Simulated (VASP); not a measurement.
# TaN (P6_3/mmc) in VASP: further runs

Runs on TaN. Level: PBE. Tasks: single point.

All numbers are computed with VASP 6.6.1; they aren't measurements. Logs are shortened: lines on timing, memory, paths and dates and some standing lists are left out, and cuts for length are marked.

## Step 1: The cell of the first run

Symmetry: P6_3/mmc, No. 194, hexagonal system. Conventional cell: a = 2.922 Å, b = 2.922 Å, c = 5.917 Å, α = 90.00°, β = 90.00°, γ = 120.00°. Within 3.0 Å of Ta (site symmetry -3m) lie 6 N at 2.24 Å and 8 Ta at 2.92 to 2.96 Å. N (site symmetry -6m2) has 6 Ta at 2.24 Å and 6 N at 2.92 Å within 3.0 Å.

## Step 2: Single point, PBE

INCAR reads:

```
PREC = Accurate
ENCUT = 520
EDIFF = 1E-6
ISMEAR = 0
SIGMA = 0.027000000000000003
LREAL = False
LASPH = True
NELM = 100
ALGO = Normal
ISIF = 2
LWAVE = False
LCHARG = False
GGA = PE
NBANDS = 24
```

KPOINTS reads:

```
regular mesh
0
Gamma
  10 10 5
```

POSCAR reads:

```
TaN
1.0
    2.9217699809      0.0000000000      0.0000000000
   -1.4608849905      2.5303270275      0.0000000000
    0.0000000000      0.0000000000      5.9165150000
Ta N
2 2
Direct
    0.0000000000      0.0000000000      0.5000000000
    0.0000000000      0.0000000000      0.0000000000
    0.3333333333      0.6666666667      0.2500000000
    0.6666666667      0.3333333333      0.7500000000
```

Potentials or basis: VASP PAW PBE potentials, release 64 (Ta_pv, N).

On the command line:

```bash
cat potpaw_PBE.64/Ta_pv/POTCAR potpaw_PBE.64/N/POTCAR > POTCAR
mpirun -np 1 vasp_std > vasp.out
```

OUTCAR:

```text
PREC = Accurate
   ENCUT = 520
   EDIFF = 1E-6
   ISMEAR = 0
   LREAL = False
   LASPH = True
   NELM = 100
   ISIF = 2
   GGA = PE

 ion  position               nearest neighbor table
   1  0.000  0.000  0.500-   3 2.24   4 2.24   4 2.24   3 2.24   4 2.24   3 2.24   2 2.96   2 2.96

   2  0.000  0.000  0.000-   3 2.24   4 2.24   4 2.24   3 2.24   4 2.24   3 2.24   1 2.96   1 2.96

   3  0.333  0.667  0.250-   1 2.24   2 2.24   1 2.24   2 2.24   1 2.24   2 2.24
   4  0.667  0.333  0.750-   1 2.24   2 2.24   1 2.24   2 2.24   1 2.24   2 2.24

  LATTYP: Found a hexagonal cell.
 ALAT       =     2.9217699809
 C/A-ratio  =     2.0249763119

  Lattice vectors:

 A1 = (   2.9217699809,   0.0000000000,   0.0000000000)
 A2 = (  -1.4608849905,   2.5303270275,   0.0000000000)
 A3 = (   0.0000000000,   0.0000000000,   5.9165150000)

Analysis of symmetry for initial positions (statically):
=====================================================================
 Subroutine PRICEL returns:
 Original cell was already a primitive cell.

 Routine SETGRP: Setting up the symmetry group for a
 hexagonal supercell.

 Subroutine GETGRP returns: Found 24 space group operations
 (whereof 12 operations were pure point group operations)
 out of a pool of 24 trial point group operations.

The static configuration has the point symmetry D_3d.
 The point group associated with its full space group is D_6h.

Analysis of symmetry for dynamics (positions and initial velocities):
=====================================================================
 Subroutine PRICEL returns:
 Original cell was already a primitive cell.

 Routine SETGRP: Setting up the symmetry group for a
 hexagonal supercell.

 Subroutine GETGRP returns: Found 24 space group operations
 (whereof 12 operations were pure point group operations)
 out of a pool of 24 trial point group operations.

The dynamic configuration has the point symmetry D_3d.
 The point group associated with its full space group is D_6h.

 Subroutine INISYM returns: Found 24 space group operations
 (whereof 12 operations are pure point group operations),
 and found     1 'primitive' translations

----------------------------------------------------------------------------------------

                                     Primitive cell

  volume of cell :      43.7410

  direct lattice vectors                    reciprocal lattice vectors
     2.921769981  0.000000000  0.000000000     0.342258291  0.197602916  0.000000000
    -1.460884991  2.530327027  0.000000000     0.000000000  0.395205833  0.000000000
     0.000000000  0.000000000  5.916515000     0.000000000  0.000000000  0.169018417

  length of vectors
     2.921769981  2.921769981  5.916515000     0.395205833  0.395205833  0.169018417

  position of ions in fractional coordinates (direct lattice)
     0.000000000  0.000000000  0.500000000
     0.000000000  0.000000000  0.000000000
     0.333333333  0.666666667  0.250000000
     0.666666667  0.333333333  0.750000000

  ion indices of the primitive-cell ions
   primitive index   ion index
                 1           1
                 2           2
                 3           3
                 4           4

----------------------------------------------------------------------------------------

 KPOINTS: regular mesh

Automatic generation of k-mesh.
 Grid dimensions read from file:
 generate k-points for:   10   10    5

 Generating k-lattice:

  Cartesian coordinates                     Fractional coordinates (reciprocal lattice)
     0.034225829  0.019760292  0.000000000     0.100000000  0.000000000  0.000000000
     0.000000000  0.039520583  0.000000000     0.000000000  0.100000000  0.000000000
     0.000000000  0.000000000  0.033803683     0.000000000  0.000000000  0.200000000

  Length of vectors
     0.039520583  0.039520583  0.033803683

  Shift w.r.t. Gamma in fractional coordinates (k-lattice)
     0.000000000  0.000000000  0.000000000

 Subroutine IBZKPT returns following result:
 ===========================================

 Found     42 irreducible k-points:

 Following reciprocal coordinates:
            Coordinates               Weight
  0.000000  0.000000  0.000000      1.000000
  0.100000  0.000000  0.000000      6.000000
  0.200000  0.000000  0.000000      6.000000
  0.300000  0.000000  0.000000      6.000000
  0.400000  0.000000  0.000000      6.000000
  0.500000  0.000000  0.000000      3.000000
[... 16 lines left out ...]
  0.300000  0.100000  0.200000     24.000000
  0.400000  0.100000  0.200000     24.000000
 [... further k-points ...]
   k-points           NKPTS =     42   k-points in BZ     NKDIM =     42   number of bands    NBANDS=     24
   number of dos      NEDOS =    301   number of ions     NIONS =      4
   total plane-waves  NPLWV =  27648
   dimension x,y,z NGX =    24 NGY =   24 NGZ =   48
   dimension x,y,z NGXF=    48 NGYF=   48 NGZF=   96
   ions per type =               2   2
   NGX,Y,Z   is equivalent  to a cutoff of  13.66, 13.66, 13.49 a.u.
   NGXF,Y,Z  is equivalent  to a cutoff of  27.31, 27.31, 26.97 a.u.
 SYSTEM =  unknown system
   PREC   = accura    normal or accurate (medium, high low for compatibility)
   ISTART =      0    job   : 0-new  1-cont  2-samecut
   ICHARG =      2    charge: 1-file 2-atom 10-const
   ISPIN  =      1    spin polarized calculation?
   LNONCOLLINEAR =      F non collinear calculations
   LSORBIT =      F    spin-orbit coupling
   LASPH  =      T    aspherical Exc in radial PAW
   ENCUT  =  520.0 eV  38.22 Ry    6.18 a.u.   5.43  5.43 11.00*2*pi/ulx,y,z
   NELM   =    100;   NELMIN=  2; NELMDL= -5     # of ELM steps
   EDIFF  = 0.1E-05   stopping-criterion for ELM
   LREAL  =      F    real-space projection
   EDIFFG = 0.1E-04   stopping-criterion for IOM
   NSW    =      0    number of steps for IOM
   IBRION =     -1    ionic relax: 0-MD 1-quasi-New 2-CG
   NFREE  =      0    steps in history (QN), initial steepest desc. (CG)
   ISIF   =      2    stress and relaxation
   ISYM   =      2    0-nonsym 1-usesym 2-fastsym
   POTIM  = 0.5000    time-step for ionic-motion
   TEBEG  =    0.0;   TEEND  =   0.0 temperature during run
   PSTRESS=    0.0 pullay stress
   NELECT =      32.0000    total number of electrons
   NUPDOWN=      -1.0000    fix difference up-down
   EMIN   =  10.00;   EMAX   =-10.00  energy-range for DOS
   EFERMI =   0.00;   METHOD = LEGACY
   ISMEAR =     0;   SIGMA  =   0.03  broadening in eV -4-tet -1-fermi 0-gaus
   EFERMI_NEDOS =   21; number of points for ismear=-14 and -15
   IALGO  =     38    algorithm
   IMIX   =      4    mixing-type and parameters
     AMIX     =   0.40;   BMIX     =  1.00
     AMIX_MAG =   1.60;   BMIX_MAG =  1.00
  volume/ion in A,a.u.               =      10.94        73.79
  Fermi-wavevector in a.u.,A,eV,Ry     =   1.475124  2.787581 29.606163  2.175992
  Thomas-Fermi vector in A             =   2.589812
   LORBIT       =      0    0 simple, 1 ext, 2 COOP (PROOUT), +10 PAW based schemes
   GGA     = PE    functional components
   LHFCALC =     F    Hartree Fock is set to
   AEXX    =    0.0000 exact exchange contribution
   IVDW    =     0    specifies the selected vdW correction
   LEPSILON=     F    determine dielectric tensor
   LRPA    =     F    only Hartree local field effects (RPA)
 non-spin polarized calculation
 Gauss-broadening in eV      SIGMA  =   0.03
  energy-cutoff  :      520.00
  volume of cell :       43.74
 maximum number of plane-waves:      1223
 NGX is ok and might be reduce to    24
   NGX = 11   NGY = 11   NGZ = 23

 number of electron      32.0000005 magnetization

 Free energy of the ion-electron system (eV)
  ---------------------------------------------------
  ext. energy  EPLUGINS =         0.00000000
  ---------------------------------------------------
  free energy    TOTEN  =       -44.02365560 eV

  energy without entropy =      -44.02318125  energy(sigma->0) =      -44.02341842

 E-fermi :   8.0945     XC(G=0): -13.2679

 val. band max:        8.0821936994   @ k =   0.1000   0.1000   0.4000
 cond. band min:       8.1258272019   @ k =   0.1000   0.0000   0.2000
 fundamental gap:      0.0436335026
 Fermi energy:         8.0944529304

 k-point     1 :       0.0000    0.0000    0.0000
  band No.  band energies     occupation
      1     -27.4991      2.00000
      2     -26.7564      2.00000
      3     -26.5055      2.00000
      4     -26.5055      2.00000
      5     -26.4451      2.00000
      6     -26.4451      2.00000
[... 16 lines left out ...]
     23      12.0407      0.00000
     24      14.0601      0.00000

 k-point     2 :       0.1000    0.0000    0.0000
  band No.  band energies     occupation
      1     -27.4745      2.00000
      2     -26.7419      2.00000
      3     -26.6154      2.00000
      4     -26.5459      2.00000
      5     -26.5291      2.00000
      6     -26.4672      2.00000
[... 16 lines left out ...]
     23      12.1871      0.00000
     24      13.7344      0.00000

 k-point     3 :       0.2000    0.0000    0.0000
  band No.  band energies     occupation
      1     -27.4098      2.00000
      2     -26.8936      2.00000
      3     -26.8032      2.00000
      4     -26.7037      2.00000
      5     -26.5903      2.00000
      6     -26.5247      2.00000
[... 16 lines left out ...]
     23      12.9515      0.00000
     24      13.9750      0.00000

 k-point     4 :       0.3000    0.0000    0.0000
  band No.  band energies     occupation
      1     -27.3303      2.00000
      2     -27.2192      2.00000
      3     -27.1080      2.00000
      4     -26.6649      2.00000
      5     -26.6563      2.00000
      6     -26.5949      2.00000
[... 16 lines left out ...]
     23      13.9752      0.00000
     24      15.0457      0.00000

 k-point     5 :       0.4000    0.0000    0.0000
  band No.  band energies     occupation
      1     -27.4763      2.00000
      2     -27.3453      2.00000
      3     -27.2595      2.00000
      4     -26.7244      2.00000
      5     -26.6510      2.00000
      6     -26.6176      2.00000
[... 16 lines left out ...]
     23      14.7923      0.00000
     24      15.3730      0.00000

 k-point     6 :       0.5000    0.0000    0.0000
  band No.  band energies     occupation
      1     -27.5700      2.00000
      2     -27.4339      2.00000
      3     -27.2341      2.00000
      4     -26.7470      2.00000
      5     -26.6723      2.00000
      6     -26.6027      2.00000
[... 16 lines left out ...]
     23      14.3085      0.00000
     24      15.7300      0.00000
[... 379 lines left out ...]
 k-point    21 :       0.1000    0.1000    0.2000
  band No.  band energies     occupation
      1     -27.3657      2.00000
      2     -26.8074      2.00000
      3     -26.7736      2.00000
      4     -26.7249      2.00000
      5     -26.5735      2.00000
      6     -26.5209      2.00000
[... 16 lines left out ...]
     23      13.1457      0.00000
     24      13.7759      0.00000

 k-point    22 :       0.2000    0.1000    0.2000
  band No.  band energies     occupation
      1     -27.2959      2.00000
      2     -27.0749      2.00000
      3     -26.9889      2.00000
      4     -26.7409      2.00000
      5     -26.6605      2.00000
      6     -26.6033      2.00000
[... 16 lines left out ...]
     23      13.4007      0.00000
     24      14.5311      0.00000

 k-point    23 :       0.3000    0.1000    0.2000
  band No.  band energies     occupation
      1     -27.3442      2.00000
      2     -27.2502      2.00000
      3     -27.2151      2.00000
      4     -26.7475      2.00000
      5     -26.6966      2.00000
      6     -26.6839      2.00000
[... 16 lines left out ...]
     23      14.0943      0.00000
     24      15.0509      0.00000

 k-point    24 :       0.4000    0.1000    0.2000
  band No.  band energies     occupation
      1     -27.5035      2.00000
      2     -27.3966      2.00000
      3     -27.1769      2.00000
      4     -26.8006      2.00000
      5     -26.7363      2.00000
      6     -26.6659      2.00000
[... 16 lines left out ...]
     23      14.3264      0.00000
     24      15.7112      0.00000

 [... further k-points ...]

------------------------ aborting loop because EDIFF is reached ----------------------------------------

  FORCE on cell =-STRESS in cart. coord.  units (eV):
  Direction    XX          YY          ZZ          XY          YZ          ZX
  --------------------------------------------------------------------------------------
  -------------------------------------------------------------------------------------
  Total       -0.1263264     -0.1263264     -0.0616834      0.0000000      0.0000000      0.0000000
  in kB       -4.6271762     -4.6271762     -2.2593852      0.0000000      0.0000000      0.0000000
  external PRESSURE =      -3.8379125 kB  Pullay stress =       0.0000000 kB

 VOLUME and BASIS-vectors are now :
 -----------------------------------------------------------------------------
  energy-cutoff  :      520.00
  volume of cell :       43.74
      direct lattice vectors                 reciprocal lattice vectors
     2.921769981  0.000000000  0.000000000     0.342258291  0.197602916  0.000000000
    -1.460884991  2.530327027  0.000000000     0.000000000  0.395205833  0.000000000
     0.000000000  0.000000000  5.916515000     0.000000000  0.000000000  0.169018417

 POSITION                                       TOTAL-FORCE (eV/Angst)
 -----------------------------------------------------------------------------------
      0.00000      0.00000      2.95826        -0.000000      0.000000     -0.000000
      0.00000      0.00000      0.00000         0.000000      0.000000     -0.000000
     -0.00000      1.68688      1.47913        -0.000000      0.000000     -0.000000
      1.46088      0.84344      4.43739         0.000000     -0.000000      0.000000
 -----------------------------------------------------------------------------------
    total drift:                               -0.000000      0.000000      0.000000

  FREE ENERGIE OF THE ION-ELECTRON SYSTEM (eV)
  ---------------------------------------------------
  free  energy   TOTEN  =       -44.0236556016 eV

  energy  without entropy=      -44.0231812457  energy(sigma->0) =      -44.02341842
```

Run time: 32 s. Hardware: 1 thread of Intel Xeon Platinum 8259CL at 2.50GHz (Skylake/Cascade Lake), shared host; peak memory 0.19 GiB.

Results:

```
Free energy            : -44.0237 eV
Pressure               : -0.4 GPa
Band gap on the k mesh : zero (band 16 reaches 8.71 eV, above the bottom of band 17 at 7.89 eV)
```

Caveat: spin-orbit coupling is left out, which moves the levels of the heavy elements.

## Step 3: Single point, PBE

INCAR reads:

```
SYSTEM = TaN
PREC = Accurate
ENCUT = 520
EDIFF = 1E-6
ISMEAR = 0
SIGMA = 0.028000000000000004
LREAL = .False.
LASPH = .True.
NELM = 80
ALGO = Normal
ISIF = 2
LWAVE = .False.
LCHARG = .False.
GGA = PE
NBANDS = 24
```

KPOINTS reads:

```
Automatic mesh
0
Gamma
  10 10 5
  0 0 0
```

POSCAR is that of step 2.

Potentials or basis: VASP PAW PBE potentials, release 64 (Ta_pv, N).

On the command line:

```bash
cat potpaw_PBE.64/Ta_pv/POTCAR potpaw_PBE.64/N/POTCAR > POTCAR
mpirun -np 1 vasp_std > vasp.out
```

It took 42 s on 1 thread of Intel Xeon Platinum 8259CL at 2.50GHz (Skylake/Cascade Lake), shared host; peak memory 0.19 GiB.

The run converged. Its results:

```
Free energy            : -44.0237 eV
Pressure               : -0.4 GPa
Band gap on the k mesh : zero (band 16 reaches 8.71 eV, above the bottom of band 17 at 7.89 eV)
```

Stress tensor (GPa, compression positive):
```
-0.46  0.00  0.00
 0.00 -0.46  0.00
 0.00  0.00 -0.23
```

Levels at points of the mesh, in eV from the Fermi level:
```
           k point  band 12  band 13  band 14  band 15  band 16  band 17  band 18  band 19  band 20  band 21
(0.00, 0.00, 0.00)    -4.26    -3.47    -1.97    -1.97    -0.21    -0.21     0.58     0.58     2.36     3.11
(0.50, 0.00, 0.00)    -5.35    -4.12    -3.67    -2.78    -2.09     2.85     3.95     4.81     5.14     5.41
```

Caveat: spin-orbit coupling is left out, which moves the levels of the heavy elements.

## Step 4: Single point, PBE

INCAR reads:

```
PREC = Accurate
ENCUT = 520
EDIFF = 1E-6
ISMEAR = 0
SIGMA = 0.013000000000000001
LREAL = False
LASPH = True
NELM = 100
ALGO = Normal
ISIF = 2
LWAVE = False
LCHARG = False
GGA = PE
NBANDS = 24
```

KPOINTS reads:

```
Automatic mesh
0
Gamma
  10 10 5
```

POSCAR is that of step 3.

Potentials or basis: VASP PAW PBE potentials, release 64 (Ta_pv, N).

On the command line:

```bash
cat potpaw_PBE.64/Ta_pv/POTCAR potpaw_PBE.64/N/POTCAR > POTCAR
mpirun -np 1 vasp_std > vasp.out
```

OUTCAR:

```text
PREC = Accurate
   ENCUT = 520
   EDIFF = 1E-6
   ISMEAR = 0
   LREAL = False
   LASPH = True
   NELM = 100
   ISIF = 2
   GGA = PE

 ion  position               nearest neighbor table
   1  0.000  0.000  0.500-   3 2.24   4 2.24   4 2.24   3 2.24   4 2.24   3 2.24   2 2.96   2 2.96

   2  0.000  0.000  0.000-   3 2.24   4 2.24   4 2.24   3 2.24   4 2.24   3 2.24   1 2.96   1 2.96

   3  0.333  0.667  0.250-   1 2.24   2 2.24   1 2.24   2 2.24   1 2.24   2 2.24
   4  0.667  0.333  0.750-   1 2.24   2 2.24   1 2.24   2 2.24   1 2.24   2 2.24

[... 851 lines left out ...]
  Direction    XX          YY          ZZ          XY          YZ          ZX
  --------------------------------------------------------------------------------------
  -------------------------------------------------------------------------------------
  Total       -0.1269932     -0.1269932     -0.0614443      0.0000000     -0.0000000      0.0000000
  in kB       -4.6516022     -4.6516022     -2.2506289      0.0000000     -0.0000000      0.0000000
  external PRESSURE =      -3.8512778 kB  Pullay stress =       0.0000000 kB

 VOLUME and BASIS-vectors are now :
 -----------------------------------------------------------------------------
  energy-cutoff  :      520.00
  volume of cell :       43.74
      direct lattice vectors                 reciprocal lattice vectors
     2.921769981  0.000000000  0.000000000     0.342258291  0.197602916  0.000000000
    -1.460884991  2.530327027  0.000000000     0.000000000  0.395205833  0.000000000
     0.000000000  0.000000000  5.916515000     0.000000000  0.000000000  0.169018417

 POSITION                                       TOTAL-FORCE (eV/Angst)
 -----------------------------------------------------------------------------------
      0.00000      0.00000      2.95826         0.000000      0.000000      0.000000
      0.00000      0.00000      0.00000         0.000000      0.000000      0.000000
     -0.00000      1.68688      1.47913        -0.000000     -0.000000     -0.000000
      1.46088      0.84344      4.43739         0.000000     -0.000000     -0.000000
 -----------------------------------------------------------------------------------
    total drift:                               -0.000000      0.000000      0.000000

  FREE ENERGIE OF THE ION-ELECTRON SYSTEM (eV)
  ---------------------------------------------------
  free  energy   TOTEN  =       -44.0234710936 eV

  energy  without entropy=      -44.0233288395  energy(sigma->0) =      -44.02339997
```

Run time: 45 s. Hardware: 1 thread of Intel Xeon Platinum 8259CL at 2.50GHz (Skylake/Cascade Lake), shared host; peak memory 0.19 GiB.

What came out:

```
Free energy            : -44.0235 eV
Pressure               : -0.4 GPa
Band gap on the k mesh : zero (band 16 reaches 8.71 eV, above the bottom of band 17 at 7.89 eV)
```

Levels at points of the mesh, in eV from the Fermi level:
| k point | band 14 | band 15 | band 16 | band 17 | band 18 | band 19 |
| --- | --- | --- | --- | --- | --- | --- |
| (0.00, 0.00, 0.00) | -1.96 | -1.96 | -0.20 | -0.20 | 0.58 | 0.58 |
| (0.50, 0.00, 0.00) | -3.66 | -2.78 | -2.09 | 2.86 | 3.96 | 4.82 |

Caveat: spin-orbit coupling is left out, which moves the levels of the heavy elements.

[end of part 1 of 2]
